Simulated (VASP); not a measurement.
PbO3:

```
Pb O
1.0
     3.73912    0.00000    0.00000
     0.00000    3.73912    0.00000
     0.00000    0.00000    3.73912
Pb O
1 3
Direct
  0.00000 0.00000 0.00000
  0.00000 0.50000 0.50000
  0.50000 0.00000 0.50000
  0.50000 0.50000 0.00000
```

- Program: VASP 6.6.1
- Task: relaxation of cell and atoms
- Functional: PBE
- Potentials or basis: VASP PAW PBE potentials, release 64 (Pb_d, O)
- Cutoff: 600 eV
- k mesh: 6 × 6 × 6
- Occupations: gaussian, width 0.1 eV
- Spin: no spin polarisation

At the start: pressure -10.4 GPa; volume 13.07 Å³/atom.

Q: Where does the relaxation end?

A: Over 3 steps the energy falls by 63.3 meV/atom and the volume is 11.31 Å³/atom (-13.4 %); space group Pm-3m (No. 221, to 0.1 Å) before and after.

Step by step:
```csv
step,energy change (eV),largest force (eV/Å),pressure (GPa),volume (Å³)
1,0.0000,0.0000,-10.42,52.28
2,-0.2485,0.0000,-1.71,46.11
3,-0.2531,0.0000,0.03,45.26
```

Final structure:
```
Pb O
1.0
     3.56364    0.00000    0.00000
     0.00000    3.56364    0.00000
     0.00000    0.00000    3.56364
Pb O
1 3
Direct
  0.00000 0.00000 0.00000
  0.00000 0.50000 0.50000
  0.50000 0.00000 0.50000
  0.50000 0.50000 0.00000
```
